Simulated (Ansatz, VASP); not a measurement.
TiO2 in VASP and in Ansatz

```xyz
6
Lattice="4.6663 0.0000 0.0000 0.0000 4.6663 0.0000 0.0000 0.0000 3.0381" Properties=species:S:1:pos:R:3 pbc="T T T"
Ti    2.3331    2.3331    0.0000
Ti    0.0000    0.0000    1.5190
O     3.2348    3.2348    1.5190
O     3.7647    0.9016    0.0000
O     0.9016    3.7647    0.0000
O     1.4315    1.4315    1.5190
```

Change from the starting cell: equal strain along all axes, cell held, atoms relaxed: +1.5 %.

Alike in both runs: functional r2SCAN; k mesh 6 × 6 × 8; occupations gaussian, width 0.02 eV; no spin polarisation; Hubbard terms Ti d U = 4.0 eV.

Ansatz relaxed the structure, and its values are those at the end. VASP's run is a single point on that final structure, the one shown.

```csv
,VASP,Ansatz
version,VASP 6.6.1,Ansatz 0.2.0
potentials or method,"VASP PAW PBE potentials, release 64 (Ti_sv, O), cutoff 520 eV","scalar-relativistic, plane waves, PAW"
valence electrons in the cell,48,48
```

Ansatz gave:

- gap on the k mesh at the Fermi level (eV): 2.62
- least direct gap on the mesh (eV): 2.65
- pressure (GPa): -9.6
- rms of the force components (eV/Å): 0.001

Task: What did VASP give for the same quantities?

Result: gap on the k mesh at the Fermi level (eV): 2.70; least direct gap on the mesh (eV): 2.70; pressure (GPa): -5.5; rms of the force components (eV/Å): 0.075.

VASP's potentials were made for PBE, not for r2SCAN. The programs project onto different local orbitals, so the same U acts differently, and such runs can settle in different states. Ansatz's warnings: stress scf threshold loose.
